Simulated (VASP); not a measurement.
# CdS (Hawleyite) (F-43m) in VASP: notebook

Aim: see how the results for CdS (Hawleyite) move with the level of theory and the settings. Levels: PBE-based screened hybrid, HSE06. Tasks: single point.

All numbers are computed with VASP 6.6.1; they aren't measurements. Logs are shortened: lines on timing, memory, paths and dates and some standing lists are left out, and cuts for length are marked.

### Step 1. The cell of the first run

It takes space group F-43m (No. 216, cubic). Conventional cell: a = 5.878 Å, b = 5.878 Å, c = 5.878 Å, α = 90.00°, β = 90.00°, γ = 90.00°. Cd (site symmetry -43m) has 4 S at 2.55 Å within 3.4 Å. Within 3.4 Å of S (site symmetry -43m) lie 4 Cd at 2.55 Å.

### Step 2. Single point, PBE-based screened hybrid

File POSCAR:

```
CdS
1.0
    0.0000000000      2.9392138883      2.9392138883
    2.9392138883      0.0000000000      2.9392138883
    2.9392138883      2.9392138883      0.0000000000
Cd S
1 1
Direct
    0.0000000000      0.0000000000      0.0000000000
    0.2500000000      0.2500000000      0.2500000000
```

File INCAR.step1:

```
SYSTEM = CdS
PREC     = Accurate       ! precision mode
ENCUT    = 520            ! plane-wave cutoff, eV
EDIFF    = 1E-5           ! SCF threshold, eV
ISMEAR   = 0              ! smearing method
SIGMA    = 0.01           ! smearing width, eV
LREAL    = .FALSE.        ! projectors in reciprocal space
LASPH    = .TRUE.         ! aspherical terms in the spheres
NELM     = 60             ! most SCF steps
ALGO     = Normal         ! electronic algorithm
ISIF     = 2              ! what is computed and relaxed
LWAVE    = .TRUE.         ! write WAVECAR
NBANDS   = 16             ! bands
GGA      = PE             ! functional
```

File INCAR.step2:

```
SYSTEM = CdS
PREC     = Accurate       ! precision mode
ENCUT    = 520            ! plane-wave cutoff, eV
EDIFF    = 1E-7           ! SCF threshold, eV
ISMEAR   = 0              ! smearing method
SIGMA    = 0.01           ! smearing width, eV
LREAL    = .FALSE.        ! projectors in reciprocal space
LASPH    = .TRUE.         ! aspherical terms in the spheres
NELM     = 60             ! most SCF steps
ALGO     = Normal         ! electronic algorithm
ISIF     = 2              ! what is computed and relaxed
LWAVE    = .FALSE.        ! write WAVECAR
LCHARG   = .TRUE.         ! write CHGCAR
GGA      = PE             ! functional
LHFCALC  = .TRUE.         ! exact exchange
AEXX     = 0.75           ! exact-exchange fraction
HFSCREEN = 0.2078         ! screening, 1/A
PRECFOCK = Normal       
LELF     = .TRUE.         ! ELF
LVHAR    = .TRUE.       
NBANDS   = 16             ! bands
ISTART   = 1
```

File KPOINTS:

```
Automatic mesh
0
G
  4 4 4
  0 0 0
```

Potentials or basis: VASP PAW PBE potentials, release 64 (Cd, S).

On the command line:

```
> cat potpaw_PBE.64/Cd/POTCAR potpaw_PBE.64/S/POTCAR > POTCAR
> cp INCAR.step1 INCAR
> mpirun -np 1 vasp_std > vasp.out
> cp INCAR.step2 INCAR
> mpirun -np 1 vasp_std > vasp.out
```

OUTCAR:

```text
SYSTEM = CdS
   PREC = Accurate
   ENCUT = 520
   EDIFF = 1E-7
   ISMEAR = 0
   LREAL = .FALSE.
   LASPH = .TRUE.
   NELM = 60
   ISIF = 2
   GGA = PE
   LHFCALC = .TRUE.
   AEXX = 0.75
   HFSCREEN = 0.2078
   PRECFOCK = Normal
   ISTART = 1

 ion  position               nearest neighbor table
   1  0.000  0.000  0.000-   2 2.55   2 2.55   2 2.55   2 2.55
   2  0.250  0.250  0.250-   1 2.55   1 2.55   1 2.55   1 2.55

  LATTYP: Found a face centered cubic cell.
 ALAT       =     5.8784277766

  Lattice vectors:

 A1 = (   0.0000000000,   2.9392138883,   2.9392138883)
 A2 = (   2.9392138883,   0.0000000000,   2.9392138883)
 A3 = (   2.9392138883,   2.9392138883,   0.0000000000)

Analysis of symmetry for initial positions (statically):
=====================================================================
 Subroutine PRICEL returns:
 Original cell was already a primitive cell.

 Routine SETGRP: Setting up the symmetry group for a
 face centered cubic supercell.

 Subroutine GETGRP returns: Found 24 space group operations
 (whereof 24 operations were pure point group operations)
 out of a pool of 48 trial point group operations.

The static configuration has the point symmetry T_d .

Analysis of symmetry for dynamics (positions and initial velocities):
=====================================================================
 Subroutine PRICEL returns:
 Original cell was already a primitive cell.

 Routine SETGRP: Setting up the symmetry group for a
 face centered cubic supercell.

 Subroutine GETGRP returns: Found 24 space group operations
 (whereof 24 operations were pure point group operations)
 out of a pool of 48 trial point group operations.

The dynamic configuration has the point symmetry T_d .

 Subroutine INISYM returns: Found 24 space group operations
 (whereof 24 operations are pure point group operations),
 and found     1 'primitive' translations

----------------------------------------------------------------------------------------

                                     Primitive cell

  volume of cell :      50.7836

  direct lattice vectors                    reciprocal lattice vectors
     0.000000000  2.939213888  2.939213888    -0.170113513  0.170113513  0.170113513
[... 73 lines left out ...]
   IBRION =     -1    ionic relax: 0-MD 1-quasi-New 2-CG
   NFREE  =      0    steps in history (QN), initial steepest desc. (CG)
   ISIF   =      2    stress and relaxation
   ISYM   =      3    0-nonsym 1-usesym 2-fastsym
   POTIM  = 0.5000    time-step for ionic-motion
   TEBEG  =    0.0;   TEEND  =   0.0 temperature during run
   PSTRESS=    0.0 pullay stress
   NELECT =      18.0000    total number of electrons
   NUPDOWN=      -1.0000    fix difference up-down
   EMIN   =  10.00;   EMAX   =-10.00  energy-range for DOS
   EFERMI =   0.00;   METHOD = LEGACY
   ISMEAR =     0;   SIGMA  =   0.01  broadening in eV -4-tet -1-fermi 0-gaus
   EFERMI_NEDOS =   21; number of points for ismear=-14 and -15
   IALGO  =     38    algorithm
   IMIX   =      1    mixing-type and parameters
     AMIX     =   0.40;   BMIX     =  1.00
     AMIX_MAG =   1.60;   BMIX_MAG =  1.00
  volume/ion in A,a.u.               =      25.39       171.35
  Fermi-wavevector in a.u.,A,eV,Ry     =   1.158576  2.189391 18.263073  1.342298
  Thomas-Fermi vector in A             =   2.295177
   LORBIT       =      0    0 simple, 1 ext, 2 COOP (PROOUT), +10 PAW based schemes
   GGA     = PE    functional components
   LHFCALC =     T    Hartree Fock is set to
   PRECFOCK=normal    Normal, Fast or Accurate (Low or Medium for compatibility)
   ENCUT4O =  -1.0   cutoff for four orbital integrals eV
   NKREDX  =     1    reduce k-point grid by
   NKREDY  =     1    reduce k-point grid by
   NKREDZ  =     1    reduce k-point grid by
   AEXX    =    0.7500 exact exchange contribution
   HFSCREEN=    0.2078 screening length (either q_TF or 0.3 A-1)
   HFSCREENC=   0.2078 screening length for correlation (either q_TF or 0.3 A-1)
   ENCUTFOCK=  -1.0 apply spherical cutoff to Coloumb kernel
   IVDW    =     0    specifies the selected vdW correction
   LEPSILON=     F    determine dielectric tensor
   LRPA    =     F    only Hartree local field effects (RPA)
 non-spin polarized calculation
 Gauss-broadening in eV      SIGMA  =   0.01
  energy-cutoff  :      520.00
  volume of cell :       50.78
 maximum number of plane-waves:      1384
 NGX is ok and might be reduce to    32
  NGX = 24; NGY = 24; NGZ = 24

 number of electron      18.0000005 magnetization

 Free energy of the ion-electron system (eV)
  ---------------------------------------------------
  ext. energy  EPLUGINS =         0.00000000
  ---------------------------------------------------
  free energy    TOTEN  =       -10.91800455 eV

  energy without entropy =      -10.91800455  energy(sigma->0) =      -10.91800455

 E-fermi :  -0.8477     XC(G=0):  -4.4595

 val. band max:       -0.9679281772   @ k =   0.0000   0.0000   0.0000
 cond. band min:       3.4561440568   @ k =   0.0000   0.0000   0.0000
 fundamental gap:      4.4240722341
 Fermi energy:        -0.8476890686

 k-point     1 :       0.0000    0.0000    0.0000
  band No.  band energies     occupation
      1     -16.6059      2.00000
      2     -11.9508      2.00000
      3     -11.9508      2.00000
      4     -11.9508      2.00000
      5     -11.4838      2.00000
      6     -11.4838      2.00000
[... 129 lines left out ...]
      3     -11.7067      2.00000
      4     -11.5330      2.00000
      5     -11.4738      2.00000
      6     -10.7306      2.00000
[... 8 lines left out ...]
     15      16.1870      0.00000
     16      16.8963      0.00000

------------------------ aborting loop because EDIFF is reached ----------------------------------------

  FORCE on cell =-STRESS in cart. coord.  units (eV):
  Direction    XX          YY          ZZ          XY          YZ          ZX
  --------------------------------------------------------------------------------------
  -------------------------------------------------------------------------------------
  Total       -0.3579259     -0.3579259     -0.3579259     -0.0000000     -0.0000000      0.0000000
  in kB      -11.2922414    -11.2922414    -11.2922414     -0.0000000     -0.0000000      0.0000000
  external PRESSURE =     -11.2922414 kB  Pullay stress =       0.0000000 kB

 VOLUME and BASIS-vectors are now :
 -----------------------------------------------------------------------------
  energy-cutoff  :      520.00
  volume of cell :       50.78
      direct lattice vectors                 reciprocal lattice vectors
     0.000000000  2.939213888  2.939213888    -0.170113513  0.170113513  0.170113513
     2.939213888  0.000000000  2.939213888     0.170113513 -0.170113513  0.170113513
     2.939213888  2.939213888  0.000000000     0.170113513  0.170113513 -0.170113513

 POSITION                                       TOTAL-FORCE (eV/Angst)
 -----------------------------------------------------------------------------------
      0.00000      0.00000      0.00000         0.000000      0.000000      0.000000
      1.46961      1.46961      1.46961        -0.000000     -0.000000     -0.000000
 -----------------------------------------------------------------------------------
    total drift:                                0.000028      0.000049      0.000021

  FREE ENERGIE OF THE ION-ELECTRON SYSTEM (eV)
  ---------------------------------------------------
  free  energy   TOTEN  =       -10.9180045475 eV

  energy  without entropy=      -10.9180045475  energy(sigma->0) =      -10.91800455
```

It took 4.1 min on 1 thread of AMD EPYC 9R45 (Zen 5), shared host; peak memory 0.25 GiB.

What came out:

- Free energy: -10.9180 eV
- Pressure: -1.1 GPa
- Band gap on the k mesh: 4.42 eV, direct

Caveat: the k points lie up to 0.46 Å⁻¹ apart; the PAW data sets were made with another functional, which shifts forces and pressure a little.

### Step 3. Single point, HSE06

POSCAR is that of step 2.

File INCAR.step1:

```
SYSTEM = CdS
PREC = Accurate ; ENCUT = 520
EDIFF = 1E-5 ; ISMEAR = 0
SIGMA = 0.2 ; LREAL = .FALSE.
LASPH = .TRUE. ; NELM = 60
ALGO = Normal ; ISIF = 2
LWAVE = .TRUE. ; NBANDS = 16
GGA = PE
```

File INCAR.step2:

```
SYSTEM = CdS
PREC = Accurate ; ENCUT = 520
EDIFF = 1E-7 ; ISMEAR = 0
SIGMA = 0.2 ; LREAL = .FALSE.
LASPH = .TRUE. ; NELM = 60
ALGO = Normal ; ISIF = 2
LWAVE = .FALSE. ; LCHARG = .TRUE.
GGA = PE ; LHFCALC = .TRUE.
HFSCREEN = 0.2079 ; PRECFOCK = Normal
LELF = .TRUE. ; LVHAR = .TRUE.
NBANDS = 16 ; ISTART = 1
```

KPOINTS is that of step 2.

Potentials or basis: VASP PAW PBE potentials, release 64 (Cd, S).

On the command line:

```
> cat potpaw_PBE.64/Cd/POTCAR potpaw_PBE.64/S/POTCAR > POTCAR
> cp INCAR.step1 INCAR
> mpirun -np 1 vasp_std > vasp.out
> cp INCAR.step2 INCAR
> mpirun -np 1 vasp_std > vasp.out
```

It took 3.8 min on 1 thread of AMD EPYC 9R45 (Zen 5), shared host; peak memory 0.25 GiB.

It converged, with:

```yaml
Free_energy: -7.5970 eV
Pressure: 0.7 GPa
Band_gap_on_the_k_mesh: 2.12 eV, direct
```

Levels at points of the mesh, in eV from the valence-band top:
| k point | band 6 | band 7 | band 8 | band 9 | band 10 | band 11 | band 12 | band 13 |
| --- | --- | --- | --- | --- | --- | --- | --- | --- |
| (0.00, 0.00, 0.00) | -8.34 | 0.00 | 0.00 | 0.00 | 2.12 | 7.70 | 7.70 | 7.70 |
| (0.50, 0.00, 0.00) | -7.94 | -4.54 | -0.77 | -0.77 | 4.07 | 8.14 | 8.14 | 8.61 |
| (0.50, 0.50, 0.00) | -7.86 | -4.11 | -1.93 | -1.93 | 4.48 | 5.44 | 10.44 | 12.13 |

Caveat: the k points lie up to 0.46 Å⁻¹ apart; the PAW data sets were made with another functional, which shifts forces and pressure a little.
